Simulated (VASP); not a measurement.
# MnCoSnH (P4/nmm) in VASP: a series of runs

The runs below take MnCoSnH through single point, with PBE.

Program: VASP 6.6.1. These are calculated values, not measurements. Logs are shortened: lines on timing, memory, paths and dates and some standing lists are left out, and cuts for length are marked.

### Step 1. The cell of the first run

It takes space group P4/nmm (No. 129, tetragonal). Conventional cell: a = 3.781 Å, b = 3.781 Å, c = 7.240 Å, α = 90.00°, β = 90.00°, γ = 90.00°. Within 3.1 Å of Mn (site symmetry 4mm) lie 4 H at 2.26 Å and 4 Sn at 2.93 Å and 4 Co at 3.04 Å. Within 3.1 Å of H (site symmetry -4m2) lie 4 Mn at 2.26 Å and 4 H at 2.67 Å and 4 Sn at 3.08 Å. Sn (site symmetry 4mm) has 4 Co at 2.23 Å and 4 Mn at 2.93 Å and 4 H at 3.08 Å within 3.1 Å. Co (site symmetry -4m2) has 4 Sn at 2.23 Å and 4 Co at 2.67 Å and 4 Mn at 3.04 Å within 3.1 Å.

### Step 2. Single point, PBE

File INCAR:

```
ALGO = Normal
EDIFF = 1E-6
ENCUT = 520
GGA = PE
ISIF = 2
ISMEAR = -1
LASPH = True
LCHARG = False
LREAL = False
LWAVE = False
NBANDS = 47
NELM = 80
PREC = Accurate
SIGMA = 0.0171
```

File KPOINTS:

```
k-points
0
Gamma
  5 5 3
```

File POSCAR:

```
MnCoSnH
1.0
    3.7812250000      0.0000000000      0.0000000000
    0.0000000000      3.7812250000      0.0000000000
    0.0000000000      0.0000000000      7.2395490000
Mn H Sn Co
2 2 2 2
Direct
    0.2500000000      0.2500000000      0.6709000000
    0.7500000000      0.7500000000      0.3291000000
    0.2500000000      0.7500000000      0.5000000000
    0.7500000000      0.2500000000      0.5000000000
    0.2500000000      0.2500000000      0.1643000000
    0.7500000000      0.7500000000      0.8357000000
    0.7500000000      0.2500000000      0.0000000000
    0.2500000000      0.7500000000      0.0000000000
```

Potentials or basis: VASP PAW PBE potentials, release 64 (Mn_pv, H, Sn_d, Co).

Started as:

```
> cat potpaw_PBE.64/Mn_pv/POTCAR potpaw_PBE.64/H/POTCAR potpaw_PBE.64/Sn_d/POTCAR potpaw_PBE.64/Co/POTCAR > POTCAR
> mpirun -np 1 vasp_std > vasp.out
```

OUTCAR:

```text
EDIFF = 1E-6
   ENCUT = 520
   GGA = PE
   ISIF = 2
   ISMEAR = -1
   LASPH = True
   LREAL = False
   NELM = 80
   PREC = Accurate

 ion  position               nearest neighbor table
   1  0.250  0.250  0.671-   6 2.93   6 2.93   6 2.93   6 2.93   8 3.04   8 3.04   7 3.04   7 3.04

   2  0.750  0.750  0.329-   5 2.93   5 2.93   5 2.93   5 2.93   7 3.04   8 3.04   8 3.04   7 3.04

   3  0.250  0.750  0.500-
   4  0.750  0.250  0.500-
   5  0.250  0.250  0.164-   7 2.23   8 2.23   8 2.23   7 2.23   2 2.93   2 2.93   2 2.93   2 2.93
                             6 3.58   6 3.58   6 3.58   6 3.58
   6  0.750  0.750  0.836-   7 2.23   8 2.23   7 2.23   8 2.23   1 2.93   1 2.93   1 2.93   1 2.93
                             5 3.58   5 3.58   5 3.58   5 3.58
   7  0.750  0.250  0.000-   5 2.23   6 2.23   6 2.23   5 2.23   8 2.67   8 2.67   8 2.67   8 2.67
                             1 3.04   2 3.04   2 3.04   1 3.04
   8  0.250  0.750  0.000-   5 2.23   6 2.23   5 2.23   6 2.23   7 2.67   7 2.67   7 2.67   7 2.67
                             2 3.04   1 3.04   2 3.04   1 3.04

  LATTYP: Found a simple tetragonal cell.
 ALAT       =     3.7812250000
 C/A-ratio  =     1.9146041296

  Lattice vectors:

 A1 = (   3.7812250000,   0.0000000000,   0.0000000000)
 A2 = (   0.0000000000,   3.7812250000,   0.0000000000)
 A3 = (   0.0000000000,   0.0000000000,   7.2395490000)

Analysis of symmetry for initial positions (statically):
=====================================================================
 Subroutine PRICEL returns:
 Original cell was already a primitive cell.

 Routine SETGRP: Setting up the symmetry group for a
 simple tetragonal supercell.

 Subroutine GETGRP returns: Found 16 space group operations
 (whereof  4 operations were pure point group operations)
 out of a pool of 16 trial point group operations.

The static configuration has the point symmetry C_2h.
 The point group associated with its full space group is D_4h.

Analysis of symmetry for dynamics (positions and initial velocities):
=====================================================================
 Subroutine PRICEL returns:
 Original cell was already a primitive cell.

 Routine SETGRP: Setting up the symmetry group for a
 simple tetragonal supercell.

 Subroutine GETGRP returns: Found 16 space group operations
 (whereof  4 operations were pure point group operations)
 out of a pool of 16 trial point group operations.

The dynamic configuration has the point symmetry C_2h.
 The point group associated with its full space group is D_4h.

 Subroutine INISYM returns: Found 16 space group operations
 (whereof  4 operations are pure point group operations),
 and found     1 'primitive' translations

----------------------------------------------------------------------------------------

                                     Primitive cell

  volume of cell :     103.5086

  direct lattice vectors                    reciprocal lattice vectors
     3.781225000  0.000000000  0.000000000     0.264464558  0.000000000  0.000000000
     0.000000000  3.781225000  0.000000000     0.000000000  0.264464558  0.000000000
     0.000000000  0.000000000  7.239549000     0.000000000  0.000000000  0.138130151

  length of vectors
     3.781225000  3.781225000  7.239549000     0.264464558  0.264464558  0.138130151

  position of ions in fractional coordinates (direct lattice)
     0.250000000  0.250000000  0.670900000
     0.750000000  0.750000000  0.329100000
     0.250000000  0.750000000  0.500000000
     0.750000000  0.250000000  0.500000000
     0.250000000  0.250000000  0.164300000
     0.750000000  0.750000000  0.835700000
     0.750000000  0.250000000  0.000000000
     0.250000000  0.750000000  0.000000000

  ion indices of the primitive-cell ions
   primitive index   ion index
                 1           1
                 2           2
                 3           3
                 4           4
                 5           5
                 6           6
                 7           7
                 8           8

----------------------------------------------------------------------------------------

 KPOINTS: k-points

Automatic generation of k-mesh.
 Grid dimensions read from file:
 generate k-points for:    5    5    3

 Generating k-lattice:

  Cartesian coordinates                     Fractional coordinates (reciprocal lattice)
     0.052892912  0.000000000  0.000000000     0.200000000  0.000000000  0.000000000
     0.000000000  0.052892912  0.000000000     0.000000000  0.200000000  0.000000000
     0.000000000  0.000000000  0.046043384     0.000000000  0.000000000  0.333333333

  Length of vectors
     0.052892912  0.052892912  0.046043384

  Shift w.r.t. Gamma in fractional coordinates (k-lattice)
     0.000000000  0.000000000  0.000000000

 Subroutine IBZKPT returns following result:
 ===========================================

 Found     12 irreducible k-points:

 Following reciprocal coordinates:
            Coordinates               Weight
  0.000000  0.000000  0.000000      1.000000
  0.200000  0.000000  0.000000      4.000000
  0.400000  0.000000  0.000000      4.000000
  0.200000  0.200000  0.000000      4.000000
  0.400000  0.200000  0.000000      8.000000
  0.400000  0.400000  0.000000      4.000000
  0.000000  0.000000  0.333333      2.000000
  0.200000  0.000000  0.333333      8.000000
  0.400000  0.000000  0.333333      8.000000
  0.200000  0.200000  0.333333      8.000000
  0.400000  0.200000  0.333333     16.000000
  0.400000  0.400000  0.333333      8.000000
   k-points           NKPTS =     12   k-points in BZ     NKDIM =     12   number of bands    NBANDS=     47
   number of dos      NEDOS =    301   number of ions     NIONS =      8
   total plane-waves  NPLWV =  42336
   dimension x,y,z NGX =    28 NGY =   28 NGZ =   54
   dimension x,y,z NGXF=    56 NGYF=   56 NGZF=  108
   ions per type =               2   2   2   2
   NGX,Y,Z   is equivalent  to a cutoff of  12.31, 12.31, 12.40 a.u.
   NGXF,Y,Z  is equivalent  to a cutoff of  24.62, 24.62, 24.80 a.u.
 SYSTEM =  unknown system
   PREC   = accura    normal or accurate (medium, high low for compatibility)
   ISTART =      0    job   : 0-new  1-cont  2-samecut
   ICHARG =      2    charge: 1-file 2-atom 10-const
   ISPIN  =      1    spin polarized calculation?
   LNONCOLLINEAR =      F non collinear calculations
   LSORBIT =      F    spin-orbit coupling
   LASPH  =      T    aspherical Exc in radial PAW
   ENCUT  =  520.0 eV  38.22 Ry    6.18 a.u.   7.03  7.03 13.46*2*pi/ulx,y,z
   NELM   =     80;   NELMIN=  2; NELMDL= -5     # of ELM steps
   EDIFF  = 0.1E-05   stopping-criterion for ELM
   LREAL  =      F    real-space projection
   EDIFFG = 0.1E-04   stopping-criterion for IOM
   NSW    =      0    number of steps for IOM
   IBRION =     -1    ionic relax: 0-MD 1-quasi-New 2-CG
   NFREE  =      0    steps in history (QN), initial steepest desc. (CG)
   ISIF   =      2    stress and relaxation
   ISYM   =      2    0-nonsym 1-usesym 2-fastsym
   POTIM  = 0.5000    time-step for ionic-motion
   TEBEG  =    0.0;   TEEND  =   0.0 temperature during run
   PSTRESS=    0.0 pullay stress
   NELECT =      74.0000    total number of electrons
   NUPDOWN=      -1.0000    fix difference up-down
   EMIN   =  10.00;   EMAX   =-10.00  energy-range for DOS
   EFERMI =   0.00;   METHOD = LEGACY
   ISMEAR =    -1;   SIGMA  =   0.02  broadening in eV -4-tet -1-fermi 0-gaus
   EFERMI_NEDOS =   21; number of points for ismear=-14 and -15
   IALGO  =     38    algorithm
   IMIX   =      4    mixing-type and parameters
     AMIX     =   0.40;   BMIX     =  1.00
     AMIX_MAG =   1.60;   BMIX_MAG =  1.00
  volume/ion in A,a.u.               =      12.94        87.31
  Fermi-wavevector in a.u.,A,eV,Ry     =   1.463839  2.766254 29.154886  2.142824
  Thomas-Fermi vector in A             =   2.579886
   LORBIT       =      0    0 simple, 1 ext, 2 COOP (PROOUT), +10 PAW based schemes
   GGA     = PE    functional components
   LHFCALC =     F    Hartree Fock is set to
   AEXX    =    0.0000 exact exchange contribution
   IVDW    =     0    specifies the selected vdW correction
   LEPSILON=     F    determine dielectric tensor
   LRPA    =     F    only Hartree local field effects (RPA)
 non-spin polarized calculation
  energy-cutoff  :      520.00
  volume of cell :      103.51
 maximum number of plane-waves:      2806
   NGX = 15   NGY = 15   NGZ = 27

 number of electron      74.0000014 magnetization

 Free energy of the ion-electron system (eV)
  ---------------------------------------------------
  ext. energy  EPLUGINS =         0.00000000
  ---------------------------------------------------
  free energy    TOTEN  =       -37.46325858 eV

  energy without entropy =      -37.43533310  energy(sigma->0) =      -37.44929584

 E-fermi :   8.4312     XC(G=0): -11.7386

 val. band max:        8.4307286743   @ k =   0.4000   0.2000   0.0000
 cond. band min:       8.4331304894   @ k =   0.4000   0.2000   0.3333
 fundamental gap:      0.0024018151
 Fermi energy:         8.4312338835

 k-point     1 :       0.0000    0.0000    0.0000
  band No.  band energies     occupation
      1     -39.2609      2.00000
      2     -39.2565      2.00000
      3     -39.2424      2.00000
      4     -39.2424      2.00000
      5     -39.2403      2.00000
      6     -39.2403      2.00000
[... 39 lines left out ...]
     46      13.5814      0.00000
     47      13.9558      0.00000

 k-point     2 :       0.2000    0.0000    0.0000
  band No.  band energies     occupation
      1     -39.2604      2.00000
      2     -39.2569      2.00000
      3     -39.2433      2.00000
      4     -39.2422      2.00000
      5     -39.2416      2.00000
      6     -39.2404      2.00000
[... 492 lines left out ...]
 k-point    12 :       0.4000    0.4000    0.3333
  band No.  band energies     occupation
      1     -39.2584      2.00000
      2     -39.2580      2.00000
      3     -39.2456      2.00000
      4     -39.2454      2.00000
      5     -39.2428      2.00000
      6     -39.2426      2.00000
[... 39 lines left out ...]
     46      11.1628      0.00000
     47      11.6301      0.00000

------------------------ aborting loop because EDIFF is reached ----------------------------------------

  FORCE on cell =-STRESS in cart. coord.  units (eV):
  Direction    XX          YY          ZZ          XY          YZ          ZX
  --------------------------------------------------------------------------------------
  -------------------------------------------------------------------------------------
  Total       10.8087610     10.8087610      5.3680006     -0.0000000      0.0000000      0.0000000
  in kB      167.3053942    167.3053942     83.0895843     -0.0000000      0.0000000      0.0000000
  external PRESSURE =     139.2334576 kB  Pullay stress =       0.0000000 kB

 VOLUME and BASIS-vectors are now :
 -----------------------------------------------------------------------------
  energy-cutoff  :      520.00
  volume of cell :      103.51
      direct lattice vectors                 reciprocal lattice vectors
     3.781225000  0.000000000  0.000000000     0.264464558  0.000000000  0.000000000
     0.000000000  3.781225000  0.000000000     0.000000000  0.264464558  0.000000000
     0.000000000  0.000000000  7.239549000     0.000000000  0.000000000  0.138130151

 POSITION                                       TOTAL-FORCE (eV/Angst)
 -----------------------------------------------------------------------------------
      0.94531      0.94531      4.85701         0.000000     -0.000000     -0.747573
      2.83592      2.83592      2.38254         0.000000     -0.000000      0.747573
      0.94531      2.83592      3.61977        -0.000000     -0.000000     -0.000000
      2.83592      0.94531      3.61977         0.000000     -0.000000     -0.000000
      0.94531      0.94531      1.18946         0.000000      0.000000      7.867591
      2.83592      2.83592      6.05009        -0.000000      0.000000     -7.867591
      2.83592      0.94531      0.00000         0.000000     -0.000000     -0.000000
      0.94531      2.83592      0.00000         0.000000     -0.000000     -0.000000
 -----------------------------------------------------------------------------------
    total drift:                                0.000000      0.000000     -0.000000

  FREE ENERGIE OF THE ION-ELECTRON SYSTEM (eV)
  ---------------------------------------------------
  free  energy   TOTEN  =       -37.4632585808 eV

  energy  without entropy=      -37.4353331016  energy(sigma->0) =      -37.44929584
```

It took 76 s on 1 thread of Intel Xeon Platinum 8375C at 2.90GHz (Ice Lake), shared host; peak memory 0.22 GiB.

What came out:

| Quantity | Value |
| --- | --- |
| Free energy | -37.4633 eV |
| Pressure | 13.9 GPa |
| Largest force | 7.868 eV/Å |
| Band gap on the k mesh | zero (bands 37 and 38 overlap by 0.21 eV) |

Forces in eV/Å, atoms in the order of the input:
```
Mn   0.000  0.000 -0.748
Mn   0.000  0.000  0.748
H    0.000  0.000  0.000
H    0.000  0.000  0.000
Sn   0.000  0.000  7.868
Sn   0.000  0.000 -7.868
Co   0.000  0.000  0.000
Co   0.000  0.000  0.000
```

Levels at points of the mesh, in eV from the Fermi level:
```csv
k point,band 34,band 35,band 36,band 37,band 38,band 39,band 40,band 41
"(0.00, 0.00, 0.00)",-0.39,-0.29,-0.14,0.08,0.08,0.13,0.58,0.58
```

Caveat: the cell stands under pressure; spin-orbit coupling is left out, which moves the levels of the heavy elements; the run has no spin polarisation, though such a crystal can be magnetic; forces of over 1 eV/Å act on the atoms, so gaps and moduli don't describe the material at rest. Spin polarisation is off, so any magnetic state and its effect on volume and gap are missing.

(Continued in part 2 of 2.)
